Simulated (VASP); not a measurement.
# Ag (Fm-3m) in VASP: further runs, part 2 of 2

VASP 6.6.1.

### 4 Single point, PBE

This run uses another cell than the first one, of 19.09 Å³/atom, 1.077 times its volume.

Input file INCAR:

```
PREC = Accurate
ENCUT = 520
EDIFF = 1E-6
ISMEAR = 1
SIGMA = 0.1
LREAL = False
LASPH = True
NELM = 100
ALGO = Normal
ISIF = 2
LWAVE = False
LCHARG = False
GGA = PE
NBANDS = 12
```

Input file KPOINTS:

```
Automatic mesh
0
Gamma
  12 12 12
```

Input file POSCAR:

```
Ag
1.0
    0.0000000000      2.1213934653      2.1213934653
    2.1213934653      0.0000000000      2.1213934653
    2.1213934653      2.1213934653      0.0000000000
Ag
1
Direct
    0.0000000000      0.0000000000      0.0000000000
```

Potentials or basis: VASP PAW PBE potentials, release 64 (Ag).

Launch:

```sh
$ cat potpaw_PBE.64/Ag/POTCAR > POTCAR
$ mpirun -np 1 vasp_std > vasp.out
```

OUTCAR:

```text
PREC = Accurate
   ENCUT = 520
   EDIFF = 1E-6
   ISMEAR = 1
   LREAL = False
   LASPH = True
   NELM = 100
   ISIF = 2
   GGA = PE

 ion  position               nearest neighbor table
   1  0.000  0.000  0.000-

  LATTYP: Found a face centered cubic cell.
 ALAT       =     4.2427869306

  Lattice vectors:

 A1 = (   0.0000000000,   2.1213934653,   2.1213934653)
 A2 = (   2.1213934653,   0.0000000000,   2.1213934653)
 A3 = (   2.1213934653,   2.1213934653,   0.0000000000)

Analysis of symmetry for initial positions (statically):
=====================================================================
 Subroutine PRICEL returns:
 Original cell was already a primitive cell.

 Routine SETGRP: Setting up the symmetry group for a
 face centered cubic supercell.

 Subroutine GETGRP returns: Found 48 space group operations
 (whereof 48 operations were pure point group operations)
 out of a pool of 48 trial point group operations.

The static configuration has the point symmetry O_h .

Analysis of symmetry for dynamics (positions and initial velocities):
=====================================================================
 Subroutine PRICEL returns:
 Original cell was already a primitive cell.

 Routine SETGRP: Setting up the symmetry group for a
 face centered cubic supercell.

 Subroutine GETGRP returns: Found 48 space group operations
 (whereof 48 operations were pure point group operations)
 out of a pool of 48 trial point group operations.

The dynamic configuration has the point symmetry O_h .

 Subroutine INISYM returns: Found 48 space group operations
 (whereof 48 operations are pure point group operations),
 and found     1 'primitive' translations

----------------------------------------------------------------------------------------

                                     Primitive cell

  volume of cell :      19.0939

  direct lattice vectors                    reciprocal lattice vectors
[... 108 lines left out ...]
  Thomas-Fermi vector in A             =   2.488711
   LORBIT       =      0    0 simple, 1 ext, 2 COOP (PROOUT), +10 PAW based schemes
   GGA     = PE    functional components
   LHFCALC =     F    Hartree Fock is set to
   AEXX    =    0.0000 exact exchange contribution
   IVDW    =     0    specifies the selected vdW correction
   LEPSILON=     F    determine dielectric tensor
   LRPA    =     F    only Hartree local field effects (RPA)
 non-spin polarized calculation
 Methfessel and Paxton  Order N= 1 SIGMA  =   0.10
  energy-cutoff  :      520.00
  volume of cell :       19.09
 maximum number of plane-waves:       532
 NGX is ok and might be reduce to    24
   NGX = 11   NGY = 11   NGZ = 11

 number of electron      11.0000002 magnetization

 Free energy of the ion-electron system (eV)
  ---------------------------------------------------
  ext. energy  EPLUGINS =         0.00000000
  ---------------------------------------------------
  free energy    TOTEN  =        -2.69321311 eV

  energy without entropy =       -2.69270251  energy(sigma->0) =       -2.69304291

 E-fermi :   6.8953     XC(G=0): -11.5463

 val. band max:        6.8542625984   @ k =   0.5000   0.0000   0.0000
 cond. band min:       6.9174463202   @ k =   0.5000   0.2500   0.0833
 fundamental gap:      0.0631837218
 Fermi energy:         6.8953332820

 k-point     1 :       0.0000    0.0000    0.0000
  band No.  band energies     occupation
      1      -0.0200      2.00000
      2       2.5279      2.00000
      3       2.5279      2.00000
      4       2.5279      2.00000
      5       3.3723      2.00000
      6       3.3723      2.00000
      7      22.6907      0.00000
      8      25.5999      0.00000
      9      25.5999      0.00000
     10      25.5999      0.00000
     11      30.1576      0.00000
     12      30.6541      0.00000
[... 331 lines left out ...]
 k-point    24 :      -0.4167    0.1667    0.0000
  band No.  band energies     occupation
      1       1.5889      2.00000
      2       2.3295      2.00000
      3       2.8162      2.00000
      4       3.2410      2.00000
      5       3.9154      2.00000
      6       8.0971     -0.00000
      7      10.5187      0.00000
      8      18.8516      0.00000
      9      22.1355      0.00000
     10      22.5877      0.00000
     11      29.9899      0.00000
     12      30.1525      0.00000

 [... further k-points ...]
[... 5 lines left out ...]
  --------------------------------------------------------------------------------------
  -------------------------------------------------------------------------------------
  Total       -0.5973409     -0.5973409     -0.5973409      0.0000000     -0.0000000      0.0000000
  in kB      -50.1232423    -50.1232423    -50.1232423      0.0000000     -0.0000000      0.0000000
  external PRESSURE =     -50.1232423 kB  Pullay stress =       0.0000000 kB

 VOLUME and BASIS-vectors are now :
 -----------------------------------------------------------------------------
  energy-cutoff  :      520.00
  volume of cell :       19.09
      direct lattice vectors                 reciprocal lattice vectors
     0.000000000  2.121393465  2.121393465    -0.235694136  0.235694136  0.235694136
     2.121393465  0.000000000  2.121393465     0.235694136 -0.235694136  0.235694136
     2.121393465  2.121393465  0.000000000     0.235694136  0.235694136 -0.235694136

 POSITION                                       TOTAL-FORCE (eV/Angst)
 -----------------------------------------------------------------------------------
      0.00000      0.00000      0.00000         0.000000      0.000000      0.000000
 -----------------------------------------------------------------------------------
    total drift:                               -0.000000      0.000000     -0.000000

  FREE ENERGIE OF THE ION-ELECTRON SYSTEM (eV)
  ---------------------------------------------------
  free  energy   TOTEN  =        -2.6932131095 eV

  energy  without entropy=       -2.6927025145  energy(sigma->0) =       -2.69304291
```

OSZICAR:

```text
N       E                     dE             d eps       ncg     rms          rms(c)
DAV:   1     0.511165532113E+02    0.51117E+02   -0.55404E+03  1744   0.824E+02
DAV:   2    -0.210837746377E+01   -0.53225E+02   -0.50461E+02  2004   0.189E+02
DAV:   3    -0.290629537437E+01   -0.79792E+00   -0.79706E+00  2048   0.248E+01
DAV:   4    -0.290864069119E+01   -0.23453E-02   -0.23452E-02  2016   0.141E+00
DAV:   5    -0.290866029650E+01   -0.19605E-04   -0.19605E-04  2052   0.117E-01    0.391E+00
DAV:   6    -0.269940521437E+01    0.20926E+00   -0.90091E-01  1856   0.832E+00    0.269E+00
DAV:   7    -0.269506727254E+01    0.43379E-02   -0.48590E-03  2004   0.700E-01    0.157E+00
DAV:   8    -0.269319713227E+01    0.18701E-02   -0.72719E-04  1944   0.222E-01    0.606E-02
DAV:   9    -0.269320820239E+01   -0.11070E-04   -0.10228E-05  2036   0.243E-02    0.224E-02
DAV:  10    -0.269321327653E+01   -0.50741E-05   -0.41490E-06  1920   0.194E-02    0.224E-03
DAV:  11    -0.269321310948E+01    0.16705E-06   -0.66059E-08  1088   0.218E-03
   1 F= -.26932131E+01 E0= -.26930429E+01  d E =-.510595E-03
```

Wall time 17 s (1 thread of Intel Xeon 8259CL, shared host); peak memory 0.15 GiB.

Results:

- Free energy: -2.6932 eV
- Pressure: -5.0 GPa

Levels at points of the mesh, in eV from the Fermi level:
```
           k point  band 4  band 5  band 6  band 7  band 8  band 9
(0.00, 0.00, 0.00)   -4.37   -3.52   -3.52   15.80   18.70   18.70
(0.50, 0.00, 0.00)   -2.87   -2.87   -0.04    3.08   15.02   16.77
(0.50, 0.50, 0.00)   -2.70   -2.70    1.77    5.97   10.16   10.16
```

### 5 The runs side by side

| cell | gap on the mesh (eV) | pressure (GPa) |
| --- | --- | --- |
| a = 2.927 Å, angles 60.0°, 1 atom | none | 0.7 |
| a = 2.964 Å, angles 60.0°, 1 atom | none | -2.5 |
| a = 3.000 Å, angles 60.0°, 1 atom | none | -5.0 |

Alike in all rows: task single point; level PBE; potentials or basis VASP PAW PBE potentials, release 64 (Ag); no spin polarisation; k mesh 12 × 12 × 12; cutoff (eV) 520; smearing methfessel-paxton 0.1 eV.

Absolute energies hang on the potentials; compare differences alone.
